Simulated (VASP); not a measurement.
# TiAl (an interface model) in VASP: notebook

The runs below take TiAl (an interface model) through single point, with PBE.

Everything below comes from runs of VASP 6.6.1. Logs are shortened: lines on timing, memory, paths and dates and some standing lists are left out, and cuts for length are marked.

**1. The cell of the first run**

The cell holds layers of an interface, 8 atoms: a = 2.857 Å, b = 2.857 Å, c = 22.991 Å, α = 90.00°, β = 60.21°, γ = 120.00°.

**2. Single point, PBE**

File INCAR:

```
ALGO     = Fast           # electronic algorithm
EDIFF    = 1E-6           # SCF threshold, eV
ENCUT    = 520            # plane-wave cutoff, eV
GGA      = PE             # functional
ISIF     = 2              # what is computed and relaxed
ISMEAR   = 0              # smearing method
LASPH    = True           # aspherical terms in the spheres
LCHARG   = False          # write CHGCAR
LREAL    = False          # projectors in reciprocal space
LWAVE    = False          # write WAVECAR
NBANDS   = 40             # bands
NELM     = 100            # most SCF steps
PREC     = Accurate       # precision mode
SIGMA    = 0.1            # smearing width, eV
```

File KPOINTS:

```
k-points
0
Gamma
  12 12 2
```

File POSCAR:

```
TiAl
1.0
    2.8571513307     -0.0000000308     -0.0005520257
   -1.4285756920      2.4743656810      0.0000000000
   11.4258030642      6.5966904748     18.8282222088
Al Ti
4 4
Direct
    0.5441962771      0.2720981385      0.0232238375
    0.5386217077      0.2693108539      0.1489873394
    0.5437196499      0.2718598250      0.2730419125
    0.5381450806      0.2690725403      0.3988054144
    0.5472467027      0.2736233514      0.5220773206
    0.5510884140      0.2755442070      0.6463771021
    0.5312529437      0.2656264718      0.7756521498
    0.5350946549      0.2675473275      0.8999519313
```

Potentials or basis: VASP PAW PBE potentials, release 64 (Al, Ti_sv).

Started as:

```console
> cat potpaw_PBE.64/Al/POTCAR potpaw_PBE.64/Ti_sv/POTCAR > POTCAR
> mpirun -np 1 vasp_std > vasp.out
```

OUTCAR:

```text
EDIFF = 1E-6
   ENCUT = 520
   GGA = PE
   ISIF = 2
   ISMEAR = 0
   LASPH = True
   LREAL = False
   NELM = 100
   PREC = Accurate

 ion  position               nearest neighbor table
   1  0.544  0.272  0.023-   8 2.85   8 2.85   8 2.85   2 2.88   2 2.89   2 2.89
   2  0.539  0.269  0.149-   3 2.86   3 2.86   3 2.86   1 2.88   1 2.89   1 2.89
   3  0.544  0.272  0.273-   2 2.86   2 2.86   2 2.86   4 2.88   4 2.89   4 2.89
   4  0.538  0.269  0.399-   5 2.85   5 2.85   5 2.85   3 2.88   3 2.89   3 2.89
   5  0.547  0.274  0.522-   4 2.85   4 2.85   4 2.85   6 2.86   6 2.86   6 2.86
   6  0.551  0.276  0.646-   5 2.86   5 2.86   5 2.86
   7  0.531  0.266  0.776-   8 2.86   8 2.86   8 2.86
   8  0.535  0.268  0.900-   1 2.85   1 2.85   1 2.85   7 2.86   7 2.86   7 2.86

  LATTYP: Found a base centered monoclinic cell.
 ALAT       =     4.9487313620
 B/A-ratio  =     0.5773502692
 C/A-ratio  =     3.8199542790
 COS(beta)  =    -0.0876544833

  Lattice vectors:

 A1 = (   2.8571513307,  -0.0000000308,  -0.0005520257)
 A2 = (   1.4285756387,   2.4743656502,  -0.0005520257)
 A3 = (  -1.4313778440,  -0.8264063834,  18.8315343630)

Analysis of symmetry for initial positions (statically):
=====================================================================
 Subroutine PRICEL returns:
 Original cell was already a primitive cell.

 Routine SETGRP: Setting up the symmetry group for a
 base centered monoclinic supercell.

 Subroutine GETGRP returns: Found  4 space group operations
 (whereof  2 operations were pure point group operations)
 out of a pool of  4 trial point group operations.

The static configuration has the point symmetry C_1h.
 The point group associated with its full space group is C_2h.

Analysis of symmetry for dynamics (positions and initial velocities):
=====================================================================
 Subroutine PRICEL returns:
 Original cell was already a primitive cell.

 Routine SETGRP: Setting up the symmetry group for a
 base centered monoclinic supercell.

 Subroutine GETGRP returns: Found  4 space group operations
 (whereof  2 operations were pure point group operations)
 out of a pool of  4 trial point group operations.

The dynamic configuration has the point symmetry C_1h.
 The point group associated with its full space group is C_2h.

 Subroutine INISYM returns: Found  4 space group operations
 (whereof  2 operations are pure point group operations),
 and found     1 'primitive' translations

----------------------------------------------------------------------------------------

                                     Primitive cell

  volume of cell :     133.1295

  direct lattice vectors                    reciprocal lattice vectors
     2.857151331 -0.000000031 -0.000552026     0.349944257  0.202040411 -0.283148997
    -1.428575692  2.474365681  0.000000000    -0.000027349  0.404128192 -0.141574498
    11.425803064  6.596690475 18.828222209     0.000010260  0.000005924  0.053103457

  length of vectors
     2.857151384  2.857151384 22.990590519     0.493411254  0.428208985  0.053103459

  position of ions in fractional coordinates (direct lattice)
     0.544196277  0.272098138  0.023223837
     0.538621708  0.269310854  0.148987339
     0.543719650  0.271859825  0.273041912
     0.538145081  0.269072540  0.398805414
     0.547246703  0.273623351  0.522077321
     0.551088414  0.275544207  0.646377102
     0.531252944  0.265626472  0.775652150
     0.535094655  0.267547327  0.899951931

  ion indices of the primitive-cell ions
   primitive index   ion index
                 1           1
                 2           2
                 3           3
                 4           4
                 5           5
                 6           6
                 7           7
                 8           8

----------------------------------------------------------------------------------------

 KPOINTS: k-points

Automatic generation of k-mesh.
 Grid dimensions read from file:
 generate k-points for:   12   12    2

 Generating k-lattice:

  Cartesian coordinates                     Fractional coordinates (reciprocal lattice)
     0.029162021  0.016836701 -0.023595750     0.083333333 -0.000000000  0.000000000
    -0.000002279  0.033677349 -0.011797875     0.000000000  0.083333333 -0.000000000
     0.000005130  0.000002962  0.026551729     0.000000000  0.000000000  0.500000000

  Length of vectors
     0.041117604  0.035684082  0.026551729

  Shift w.r.t. Gamma in fractional coordinates (k-lattice)
     0.000000000  0.000000000  0.000000000

 Subroutine IBZKPT returns following result:
 ===========================================

 Found     86 irreducible k-points:

 Following reciprocal coordinates:
            Coordinates               Weight
  0.000000  0.000000  0.000000      1.000000
  0.083333  0.000000 -0.000000      2.000000
  0.166667  0.000000 -0.000000      2.000000
  0.250000  0.000000  0.000000      2.000000
  0.333333  0.000000 -0.000000      2.000000
  0.416667  0.000000  0.000000      2.000000
[... 16 lines left out ...]
  0.166667  0.250000 -0.000000      4.000000
  0.250000  0.250000  0.000000      4.000000
 [... further k-points ...]
   k-points           NKPTS =     86   k-points in BZ     NKDIM =     86   number of bands    NBANDS=     40
   number of dos      NEDOS =    301   number of ions     NIONS =      8
   total plane-waves  NPLWV = 103680
   dimension x,y,z NGX =    24 NGY =   24 NGZ =  180
   dimension x,y,z NGXF=    48 NGYF=   48 NGZF=  360
   ions per type =               4   4
   NGX,Y,Z   is equivalent  to a cutoff of  13.96, 13.96, 13.02 a.u.
   NGXF,Y,Z  is equivalent  to a cutoff of  27.93, 27.93, 26.03 a.u.
 SYSTEM =  unknown system
   PREC   = accura    normal or accurate (medium, high low for compatibility)
   ISTART =      0    job   : 0-new  1-cont  2-samecut
   ICHARG =      2    charge: 1-file 2-atom 10-const
   ISPIN  =      1    spin polarized calculation?
   LNONCOLLINEAR =      F non collinear calculations
   LSORBIT =      F    spin-orbit coupling
   LASPH  =      T    aspherical Exc in radial PAW
   ENCUT  =  520.0 eV  38.22 Ry    6.18 a.u.   5.31  5.31 42.75*2*pi/ulx,y,z
   NELM   =    100;   NELMIN=  2; NELMDL= -5     # of ELM steps
   EDIFF  = 0.1E-05   stopping-criterion for ELM
   LREAL  =      F    real-space projection
   EDIFFG = 0.1E-04   stopping-criterion for IOM
   NSW    =      0    number of steps for IOM
   IBRION =     -1    ionic relax: 0-MD 1-quasi-New 2-CG
   NFREE  =      0    steps in history (QN), initial steepest desc. (CG)
   ISIF   =      2    stress and relaxation
   ISYM   =      2    0-nonsym 1-usesym 2-fastsym
   POTIM  = 0.5000    time-step for ionic-motion
   TEBEG  =    0.0;   TEEND  =   0.0 temperature during run
   PSTRESS=    0.0 pullay stress
   NELECT =      60.0000    total number of electrons
   NUPDOWN=      -1.0000    fix difference up-down
   EMIN   =  10.00;   EMAX   =-10.00  energy-range for DOS
   EFERMI =   0.00;   METHOD = LEGACY
   ISMEAR =     0;   SIGMA  =   0.10  broadening in eV -4-tet -1-fermi 0-gaus
   EFERMI_NEDOS =   21; number of points for ismear=-14 and -15
   IALGO  =     68    algorithm
   IMIX   =      4    mixing-type and parameters
     AMIX     =   0.40;   BMIX     =  1.00
     AMIX_MAG =   1.60;   BMIX_MAG =  1.00
  volume/ion in A,a.u.               =      16.64       112.30
  Fermi-wavevector in a.u.,A,eV,Ry     =   1.255164  2.371916 21.435117  1.575437
  Thomas-Fermi vector in A             =   2.388934
   LORBIT       =      0    0 simple, 1 ext, 2 COOP (PROOUT), +10 PAW based schemes
   GGA     = PE    functional components
   LHFCALC =     F    Hartree Fock is set to
   AEXX    =    0.0000 exact exchange contribution
   IVDW    =     0    specifies the selected vdW correction
   LEPSILON=     F    determine dielectric tensor
   LRPA    =     F    only Hartree local field effects (RPA)
 non-spin polarized calculation
 RMM-DIIS sequential band-by-band and
 Gauss-broadening in eV      SIGMA  =   0.10
  energy-cutoff  :      520.00
  volume of cell :      133.13
 maximum number of plane-waves:      3613
 NGX is ok and might be reduce to    24
   NGX = 11   NGY = 11   NGZ = 85

 number of electron      60.0000000 magnetization

 Free energy of the ion-electron system (eV)
  ---------------------------------------------------
  ext. energy  EPLUGINS =         0.00000000
  ---------------------------------------------------
  free energy    TOTEN  =       -46.59533415 eV

  energy without entropy =      -46.55450882  energy(sigma->0) =      -46.57492149

 E-fermi :   8.2100     XC(G=0): -10.9350

 val. band max:        8.2077806394   @ k =   0.0833   0.3333  -0.0000
 cond. band min:       8.2123743926   @ k =   0.0833   0.0833  -0.0000
 fundamental gap:      0.0045937533
 Fermi energy:         8.2099849300

 k-point     1 :       0.0000    0.0000    0.0000
  band No.  band energies     occupation
      1     -48.4791      2.00000
      2     -48.4599      2.00000
      3     -48.4064      2.00000
      4     -48.3720      2.00000
      5     -24.9984      2.00000
      6     -24.8664      2.00000
[... 32 lines left out ...]
     39      10.7135      0.00000
     40      10.7760      0.00000

 k-point     2 :       0.0833    0.0000   -0.0000
  band No.  band energies     occupation
      1     -48.4710      2.00000
      2     -48.4526      2.00000
      3     -48.4005      2.00000
      4     -48.3670      2.00000
      5     -24.9845      2.00000
      6     -24.8591      2.00000
[... 32 lines left out ...]
     39      10.4940      0.00000
     40      10.5601      0.00000

 k-point     3 :       0.1667    0.0000   -0.0000
  band No.  band energies     occupation
      1     -48.4486      2.00000
      2     -48.4324      2.00000
      3     -48.3845      2.00000
      4     -48.3535      2.00000
      5     -24.9459      2.00000
      6     -24.8417      2.00000
[... 32 lines left out ...]
     39      10.3350      0.00000
     40      10.6492      0.00000

 k-point     4 :       0.2500    0.0000    0.0000
  band No.  band energies     occupation
      1     -48.4171      2.00000
      2     -48.4044      2.00000
      3     -48.3630      2.00000
      4     -48.3357      2.00000
      5     -24.8961      2.00000
      6     -24.8321      2.00000
[... 32 lines left out ...]
     39      10.4240      0.00000
     40      10.8752      0.00000
[... 772 lines left out ...]
     39      10.5988      0.00000
     40      10.8745      0.00000

 k-point    23 :       0.1667    0.2500   -0.0000
  band No.  band energies     occupation
      1     -48.3715      2.00000
      2     -48.3648      2.00000
      3     -48.3341      2.00000
      4     -48.3139      2.00000
      5     -24.8778      2.00000
      6     -24.8628      2.00000
[... 32 lines left out ...]
     39      10.3555      0.00000
     40      10.5274      0.00000

 k-point    24 :       0.2500    0.2500    0.0000
  band No.  band energies     occupation
      1     -48.3485      2.00000
      2     -48.3455      2.00000
      3     -48.3210      2.00000
      4     -48.3061      2.00000
      5     -24.8952      2.00000
      6     -24.8789      2.00000
[... 32 lines left out ...]
     39      10.0136      0.00000
     40      10.2655      0.00000

 [... further k-points ...]
[... 5 lines left out ...]
  --------------------------------------------------------------------------------------
  -------------------------------------------------------------------------------------
  Total        2.5206708      2.5357172     -0.1412400     -0.0130305     -0.0026747     -0.0046326
  in kB       30.3355863     30.5166651     -1.6997848     -0.1568188     -0.0321897     -0.0557520
  external PRESSURE =      19.7174889 kB  Pullay stress =       0.0000000 kB

 VOLUME and BASIS-vectors are now :
 -----------------------------------------------------------------------------
  energy-cutoff  :      520.00
  volume of cell :      133.13
      direct lattice vectors                 reciprocal lattice vectors
     2.857151331 -0.000000031 -0.000552026     0.349944257  0.202040411 -0.283148997
    -1.428575692  2.474365681  0.000000000    -0.000027349  0.404128192 -0.141574498
    11.425803064  6.596690475 18.828222209     0.000010260  0.000005924  0.053103457

 POSITION                                       TOTAL-FORCE (eV/Angst)
 -----------------------------------------------------------------------------------
      1.43149      0.82647      0.43696         0.000538      0.000310      0.003891
      2.85649      1.64920      2.80487        -0.000727     -0.000420     -0.002970
      4.28484      2.47385      5.14059         0.000727      0.000420      0.002970
      5.70984      3.29658      7.50850        -0.000538     -0.000310     -0.003891
      7.13783      4.12103      9.82949        -0.000107     -0.000062      0.019261
      8.56628      4.94575     12.16983        -0.000079     -0.000046     -0.013500
     10.00085      5.77399     14.60386         0.000079      0.000046      0.013500
     11.42931      6.59871     16.94420         0.000107      0.000062     -0.019261
 -----------------------------------------------------------------------------------
    total drift:                               -0.000002     -0.000001     -0.000006

  FREE ENERGIE OF THE ION-ELECTRON SYSTEM (eV)
  ---------------------------------------------------
  free  energy   TOTEN  =       -46.5953341531 eV

  energy  without entropy=      -46.5545088172  energy(sigma->0) =      -46.57492149
```

Wall time 16 min (1 thread of Intel Xeon 6975P-C (Granite Rapids), shared host); peak memory 0.54 GiB.

What came out:

| Quantity | Value |
| --- | --- |
| Free energy | -46.5953 eV |
| Pressure | 2.0 GPa |
| Largest force | 0.019 eV/Å |
| Band gap on the k mesh | zero (bands 30 and 31 overlap by 1.75 eV) |

Forces in eV/Å, atoms in the order of the input:
```
Al   0.001  0.000  0.004
Al  -0.001  0.000 -0.003
Al   0.001  0.000  0.003
Al  -0.001  0.000 -0.004
Ti   0.000  0.000  0.019
Ti   0.000  0.000 -0.013
Ti   0.000  0.000  0.013
Ti   0.000  0.000 -0.019
```

Stress tensor (GPa, compression positive):
```
 3.03 -0.02 -0.01
-0.02  3.05  0.00
-0.01  0.00 -0.17
```

**3. Single point, PBE**

This run uses another cell than the first one, of 16.75 Å³/atom.

File INCAR:

```
SYSTEM = TiAl
  PREC = Accurate
  ENCUT = 520
  EDIFF = 1E-6
  ISMEAR = 0
  SIGMA = 0.1
  LREAL = .False.
  LASPH = .True.
  NELM = 60
  ALGO = Fast
  ISIF = 2
  LWAVE = .False.
  LCHARG = .True.
  GGA = PE
  LELF = .True.
  LVHAR = .True.
  NBANDS = 40
```

File KPOINTS:

```
regular mesh
0
Gamma
  12 12 2
  0 0 0
```

File POSCAR:

```
TiAl
1.0
    2.8571513840      0.0000000000      0.0000000000
   -1.4285756920      2.4743656810      0.0000000000
   11.4294651557      6.5988047843     18.9526270349
Al Ti
4 4
Direct
    0.5259543929      0.2629771964      0.0263815670
    0.5360985835      0.2680492918      0.1494702730
    0.5462427741      0.2731213871      0.2725589789
    0.5563869648      0.2781934824      0.3956476849
    0.5563869648      0.2781934824      0.5206476849
    0.5462427741      0.2731213871      0.6475589789
    0.5360985835      0.2680492918      0.7744702730
    0.5259543929      0.2629771964      0.9013815670
```

Potentials or basis: VASP PAW PBE potentials, release 64 (Al, Ti_sv).

Started as:

```console
> cat potpaw_PBE.64/Al/POTCAR potpaw_PBE.64/Ti_sv/POTCAR > POTCAR
> mpirun -np 1 vasp_std > vasp.out
```

Run time: 17 min. Hardware: 1 thread of Intel Xeon 6975P-C (Granite Rapids), shared host; peak memory 0.55 GiB.

The run converged. Its results:

```
Free energy            : -46.5728 eV
Pressure               : 1.1 GPa
Largest force          : 0.254 eV/Å
Band gap on the k mesh : zero (bands 30 and 31 overlap by 1.76 eV)
```

Forces on the atoms (eV/Å):
```
Al   0.000  0.000 -0.254
Al  -0.001  0.000  0.065
Al   0.001  0.000 -0.065
Al   0.000  0.000  0.254
Ti  -0.001  0.000 -0.031
Ti  -0.003 -0.002 -0.122
Ti   0.003  0.002  0.122
Ti   0.001  0.000  0.031
```

Stress tensor (GPa, compression positive):
```
 2.41  0.01 -0.01
 0.01  2.40 -0.01
-0.01 -0.01 -1.59
```

Levels at points of the mesh, in eV from the Fermi level:
```tsv
k point	band 28	band 29	band 30	band 31	band 32	band 33
(0.00, 0.00, 0.00)	0.09	0.47	0.90	0.90	1.05	1.05
(0.50, 0.00, 0.00)	-1.57	-0.83	-0.71	0.09	0.43	0.51
(0.00, 0.50, 0.00)	-1.57	-0.83	-0.71	0.09	0.43	0.51
(0.00, 0.00, 0.50)	0.09	0.48	0.90	0.90	1.05	1.05
(0.50, 0.00, 0.50)	-1.22	-1.16	-0.43	0.07	0.42	0.56
(0.00, 0.50, 0.50)	-1.22	-1.16	-0.43	0.07	0.42	0.56
```
